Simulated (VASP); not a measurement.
# Mg5Be4ZnTe8Se2 (P1) in VASP: notebook, part 2 of 2

VASP 6.6.1. Earlier steps stand in the parts before.

### Step 4. Single point, PBE

The input, INCAR:

```
PREC = Accurate
ENCUT = 520
EDIFF = 1E-6
ISMEAR = 0
SIGMA = 0.1
LREAL = Auto
LASPH = T
NELM = 80
ALGO = Normal
ISIF = 2
LWAVE = F
LCHARG = F
GGA = PE
ISYM = 0
NBANDS = 61
```

The input, KPOINTS:

```
Automatic mesh
0
Gamma
  3 3 2
```

The input, POSCAR:

```
Mg5Be4ZnTe8Se2
1.0
    2.9702770220      2.9983780596      5.9032534772
   -2.9978301607     -2.9692336142      5.9024303018
    9.2580938009     -6.2730117460      2.9163127382
Be Mg Zn Se Te
4 5 1 2 8
Direct
    0.3987337581      0.0053300726      0.2143080420
    0.3020717625      0.4886479333      0.3746773900
    0.8012507911      0.9881636967      0.3762835571
    0.8976317283      0.5048751528      0.2176186922
    0.2015225078      0.9910554928      0.5803274684
    0.1002538940      0.4960765153      0.7970716561
    0.6003772630      0.9982463253      0.7957961168
    0.9753074280      0.9938491893      0.0405488175
    0.4774874301      0.4925413669      0.0315549475
    0.7103717280      0.4969789301      0.5754622216
    0.7446967198      0.8589603667      0.2257036585
    0.2500951955      0.3577101098      0.2224377822
    0.6065412857      0.8812738795      0.5706089541
    0.5005228271      0.3970484867      0.7945381906
    0.9913443226      0.8941524146      0.8092063841
    0.3834770092      0.8950755298      0.0253194231
    0.6714112016      0.3598697492      0.3796369681
    0.1714943589      0.8565639327      0.3711890599
    0.0974232267      0.3913430072      0.5699733376
    0.8817105240      0.3949436654      0.0286637973
```

Potentials or basis: VASP PAW PBE potentials, release 64 (Be, Mg, Zn, Se, Te).

Run with:

```
$ cat potpaw_PBE.64/Be/POTCAR potpaw_PBE.64/Mg/POTCAR potpaw_PBE.64/Zn/POTCAR potpaw_PBE.64/Se/POTCAR potpaw_PBE.64/Te/POTCAR > POTCAR
$ mpirun -np 1 vasp_std > vasp.out
```

OUTCAR:

```text
PREC = Accurate
   ENCUT = 520
   EDIFF = 1E-6
   ISMEAR = 0
   LREAL = Auto
   LASPH = T
   NELM = 80
   ISIF = 2
   GGA = PE
   ISYM = 0

 ion  position               nearest neighbor table
   1  0.399  0.005  0.214-  11 2.43  12 2.43  16 2.44  18 2.47
   2  0.302  0.489  0.375-  12 2.26  19 2.47  18 2.53  17 2.55
   3  0.801  0.988  0.376-  11 2.25  13 2.46  18 2.53  17 2.55
   4  0.898  0.505  0.218-  20 2.44  11 2.44  12 2.45  17 2.48
   5  0.202  0.991  0.580-  13 2.75  19 2.75  15 2.77  18 2.79
   6  0.100  0.496  0.797-  15 2.74  14 2.75  19 2.81  20 2.82
[... 12 lines left out ...]
  19  0.097  0.391  0.570-   2 2.47  10 2.64   5 2.75   6 2.81
  20  0.882  0.395  0.029-   4 2.44   8 2.77   9 2.78   6 2.82

IMPORTANT INFORMATION: All symmetrisations will be switched off!
NOSYMM: (Re-)initialisation of all symmetry stuff for point group C_1.

----------------------------------------------------------------------------------------

                                     Primitive cell

  volume of cell :     547.6084

  direct lattice vectors                    reciprocal lattice vectors
     2.970277022  2.998378060  5.903253477     0.051801255  0.115754008  0.084540101
    -2.997830161 -2.969233614  5.902430302    -0.083591466 -0.083984504  0.084717200
     9.258093801 -6.273011746  2.916312738     0.064326731 -0.064332114  0.000308947

  length of vectors
     7.256804958  7.255481886 11.557156103     0.152411906  0.145663771  0.090976066

  position of ions in fractional coordinates (direct lattice)
     0.398733758  0.005330073  0.214308042
     0.302071762  0.488647933  0.374677390
     0.801250791  0.988163697  0.376283557
     0.897631728  0.504875153  0.217618692
     0.201522508  0.991055493  0.580327468
     0.100253894  0.496076515  0.797071656
[... 12 lines left out ...]
     0.097423227  0.391343007  0.569973338
     0.881710524  0.394943665  0.028663797

  ion indices of the primitive-cell ions
   primitive index   ion index
                 1           1
                 2           2
                 3           3
                 4           4
                 5           5
                 6           6
[... 12 lines left out ...]
                19          19
                20          20

----------------------------------------------------------------------------------------

 KPOINTS: Automatic mesh

Automatic generation of k-mesh.
 Grid dimensions read from file:
 generate k-points for:    3    3    2

 Generating k-lattice:

  Cartesian coordinates                     Fractional coordinates (reciprocal lattice)
     0.017267085  0.038584669  0.028180034     0.333333333  0.000000000  0.000000000
    -0.027863822 -0.027994835  0.028239067     0.000000000  0.333333333  0.000000000
     0.032163365 -0.032166057  0.000154473    -0.000000000  0.000000000  0.500000000

  Length of vectors
     0.050803969  0.048554590  0.045488033

  Shift w.r.t. Gamma in fractional coordinates (k-lattice)
     0.000000000  0.000000000  0.000000000

 Subroutine IBZKPT returns following result:
 ===========================================

 Found     10 irreducible k-points:

 Following reciprocal coordinates:
            Coordinates               Weight
  0.000000  0.000000  0.000000      1.000000
  0.333333  0.000000 -0.000000      2.000000
  0.000000  0.333333  0.000000      2.000000
  0.333333  0.333333 -0.000000      2.000000
 -0.333333  0.333333 -0.000000      2.000000
  0.000000  0.000000  0.500000      1.000000
  0.333333  0.000000  0.500000      2.000000
  0.000000  0.333333  0.500000      2.000000
  0.333333  0.333333  0.500000      2.000000
 -0.333333  0.333333  0.500000      2.000000
   k-points           NKPTS =     10   k-points in BZ     NKDIM =     10   number of bands    NBANDS=     61
   number of dos      NEDOS =    301   number of ions     NIONS =     20
   total plane-waves  NPLWV = 262440
   dimension x,y,z NGX =    54 NGY =   54 NGZ =   90
   dimension x,y,z NGXF=   108 NGYF=  108 NGZF=  180
   ions per type =               4   5   1   2   8
   NGX,Y,Z   is equivalent  to a cutoff of  12.37, 12.37, 12.95 a.u.
   NGXF,Y,Z  is equivalent  to a cutoff of  24.74, 24.75, 25.89 a.u.
 SYSTEM =  unknown system
   PREC   = accura    normal or accurate (medium, high low for compatibility)
   ISTART =      0    job   : 0-new  1-cont  2-samecut
   ICHARG =      2    charge: 1-file 2-atom 10-const
   ISPIN  =      1    spin polarized calculation?
   LNONCOLLINEAR =      F non collinear calculations
   LSORBIT =      F    spin-orbit coupling
   LASPH  =      T    aspherical Exc in radial PAW
   ENCUT  =  520.0 eV  38.22 Ry    6.18 a.u.  13.49 13.49 21.49*2*pi/ulx,y,z
   NELM   =     80;   NELMIN=  2; NELMDL= -5     # of ELM steps
   EDIFF  = 0.1E-05   stopping-criterion for ELM
   LREAL  =      T    real-space projection
   EDIFFG = 0.1E-04   stopping-criterion for IOM
   NSW    =      0    number of steps for IOM
   IBRION =     -1    ionic relax: 0-MD 1-quasi-New 2-CG
   NFREE  =      0    steps in history (QN), initial steepest desc. (CG)
   ISIF   =      2    stress and relaxation
   ISYM   =      0    0-nonsym 1-usesym 2-fastsym
   POTIM  = 0.5000    time-step for ionic-motion
   TEBEG  =    0.0;   TEEND  =   0.0 temperature during run
   PSTRESS=    0.0 pullay stress
   NELECT =      90.0000    total number of electrons
   NUPDOWN=      -1.0000    fix difference up-down
   EMIN   =  10.00;   EMAX   =-10.00  energy-range for DOS
   EFERMI =   0.00;   METHOD = LEGACY
   ISMEAR =     0;   SIGMA  =   0.10  broadening in eV -4-tet -1-fermi 0-gaus
   EFERMI_NEDOS =   21; number of points for ismear=-14 and -15
   IALGO  =     38    algorithm
   IMIX   =      4    mixing-type and parameters
     AMIX     =   0.40;   BMIX     =  1.00
     AMIX_MAG =   1.60;   BMIX_MAG =  1.00
  volume/ion in A,a.u.               =      27.38       184.77
  Fermi-wavevector in a.u.,A,eV,Ry     =   0.896738  1.694589 10.940979  0.804139
  Thomas-Fermi vector in A             =   2.019234
   LORBIT       =      0    0 simple, 1 ext, 2 COOP (PROOUT), +10 PAW based schemes
   GGA     = PE    functional components
   LHFCALC =     F    Hartree Fock is set to
   AEXX    =    0.0000 exact exchange contribution
   IVDW    =     0    specifies the selected vdW correction
   LEPSILON=     F    determine dielectric tensor
   LRPA    =     F    only Hartree local field effects (RPA)
 non-spin polarized calculation
 Gauss-broadening in eV      SIGMA  =   0.10
  energy-cutoff  :      520.00
  volume of cell :      547.61
 maximum number of plane-waves:     14767
 NGX is ok and might be reduce to    54
   NGX = 27   NGY = 27   NGZ = 43

 number of electron      90.0000002 magnetization

 Free energy of the ion-electron system (eV)
  ---------------------------------------------------
  ext. energy  EPLUGINS =         0.00000000
  ---------------------------------------------------
  free energy    TOTEN  =       -68.45596597 eV

  energy without entropy =      -68.45596597  energy(sigma->0) =      -68.45596597

 E-fermi :   3.6944     XC(G=0):  -8.4391

 val. band max:        3.2129651969   @ k =   0.0000   0.0000   0.5000
 cond. band min:       4.8592505677   @ k =   0.0000   0.0000   0.5000
 fundamental gap:      1.6462853708
 Fermi energy:         3.6944246478

 k-point     1 :       0.0000    0.0000    0.0000
  band No.  band energies     occupation
      1      -9.5700      2.00000
      2      -9.2859      2.00000
      3      -7.8954      2.00000
      4      -7.4690      2.00000
      5      -7.3341      2.00000
      6      -7.2684      2.00000
[... 49 lines left out ...]
     56       7.2387      0.00000
     57       7.3532      0.00000

 k-point     2 :       0.3333    0.0000   -0.0000
  band No.  band energies     occupation
      1      -9.4912      2.00000
      2      -9.3473      2.00000
      3      -7.7628      2.00000
      4      -7.4641      2.00000
      5      -7.4190      2.00000
      6      -7.2289      2.00000
[... 473 lines left out ...]
  band No.  band energies     occupation
      1      -9.4418      2.00000
      2      -9.3708      2.00000
      3      -7.6745      2.00000
      4      -7.5377      2.00000
      5      -7.3368      2.00000
      6      -7.2688      2.00000
[... 49 lines left out ...]
     56       7.1336      0.00000
     57       7.1953      0.00000
 [bands above 57 left out]

------------------------ aborting loop because EDIFF is reached ----------------------------------------

  FORCE on cell =-STRESS in cart. coord.  units (eV):
  Direction    XX          YY          ZZ          XY          YZ          ZX
  --------------------------------------------------------------------------------------
  -------------------------------------------------------------------------------------
  Total        0.0911706      0.0961199      0.2263901      0.0142283     -0.0358795      0.0303219
  in kB        0.2667445      0.2812250      0.6623660      0.0416288     -0.1049751      0.0887148
  external PRESSURE =       0.4034452 kB  Pullay stress =       0.0000000 kB

 VOLUME and BASIS-vectors are now :
 -----------------------------------------------------------------------------
  energy-cutoff  :      520.00
  volume of cell :      547.61
      direct lattice vectors                 reciprocal lattice vectors
     2.970277022  2.998378060  5.903253477     0.051801255  0.115754008  0.084540101
    -2.997830161 -2.969233614  5.902430302    -0.083591466 -0.083984504  0.084717200
     9.258093801 -6.273011746  2.916312738     0.064326731 -0.064332114  0.000308947

 POSITION                                       TOTAL-FORCE (eV/Angst)
 -----------------------------------------------------------------------------------
      3.15246     -0.16463      3.01028        -0.000929      0.000874      0.027842
      2.90115     -2.89554      5.76009         0.007078     -0.004713      0.024630
      2.90126     -2.89207     11.65991         0.002762     -0.009856      0.026591
      3.16742     -0.17278      8.91358        -0.002561     -0.003266      0.026792
      3.00029     -5.97884      8.73169         0.003248     -0.005647     -0.001813
      6.18999     -6.17241      5.84439         0.000436     -0.003205     -0.005104
[... 12 lines left out ...]
      4.39306     -4.44533      4.54721         0.011510     -0.002164      0.001637
      1.70032      1.29121      7.61968        -0.010354      0.014815     -0.013904
 -----------------------------------------------------------------------------------
    total drift:                                0.019023      0.015747      0.000092

  FREE ENERGIE OF THE ION-ELECTRON SYSTEM (eV)
  ---------------------------------------------------
  free  energy   TOTEN  =       -68.4559659700 eV

  energy  without entropy=      -68.4559659700  energy(sigma->0) =      -68.45596597
```

Wall time 8.5 min (1 thread of Intel Xeon Platinum 8375C at 2.90GHz (Ice Lake), shared host); peak memory 0.7 GiB.

What came out:

| Item | Value |
| --- | --- |
| Free energy | -68.4560 eV |
| Pressure | 0.0 GPa |
| Largest force | 0.028 eV/Å |
| Band gap on the k mesh | 1.65 eV |

Forces on the atoms (eV/Å):
```
Be  -0.001  0.001  0.028
Be   0.007 -0.005  0.025
Be   0.003 -0.010  0.027
Be  -0.003 -0.003  0.027
Mg   0.003 -0.006 -0.002
Mg   0.000 -0.003 -0.005
Mg   0.000 -0.001 -0.005
Mg  -0.002  0.000 -0.001
Mg  -0.001  0.000  0.001
Zn   0.002 -0.005 -0.003
Se  -0.003  0.016 -0.021
Se  -0.006  0.009 -0.020
Te  -0.003 -0.014  0.005
Te   0.006 -0.003  0.001
Te  -0.003  0.004  0.006
Te  -0.016  0.015 -0.019
Te   0.005  0.000 -0.015
Te   0.010 -0.007 -0.016
Te   0.012 -0.002  0.002
Te  -0.010  0.015 -0.014
```

Caveat: spin-orbit coupling is left out, which moves the levels of the heavy elements; an odd mesh through Γ misses points on the zone boundary, where band edges can lie.

### Step 5. Summary

| cell | k mesh | smearing | gap on the mesh (eV) | pressure (GPa) | largest force (eV/Å) |
| --- | --- | --- | --- | --- | --- |
| a = 7.257, b = 7.255, c = 11.557 Å, angles 84.5, 72.0, 71.1°, 20 atoms, atomic positions A | 4 × 4 × 2 | gaussian 0.02 eV | 1.65 | 0.0 | 0.03 |
| a = 7.251, b = 7.252, c = 11.552 Å, angles 84.6, 72.1, 71.6°, 20 atoms, atomic positions B | 2 × 2 × 2, shifted | gaussian 0.1 eV | 2.23 | 0.0 | 0.05 |
| a = 7.257, b = 7.255, c = 11.557 Å, angles 84.5, 72.0, 71.1°, 20 atoms, atomic positions A | 3 × 3 × 2 | gaussian 0.1 eV | 1.65 | 0.0 | 0.03 |

Alike in all rows: task single point; level PBE; potentials or basis VASP PAW PBE potentials, release 64 (Be, Mg, Zn, Se, Te); no spin polarisation; cutoff (eV) 520.

Caveats: spin-orbit coupling is left out, which moves the levels of the heavy elements; a shifted mesh leaves out Γ, where band edges can lie (at least some runs); an odd mesh through Γ misses points on the zone boundary, where band edges can lie (at least some runs).

Absolute energies hang on the potentials; compare differences alone.
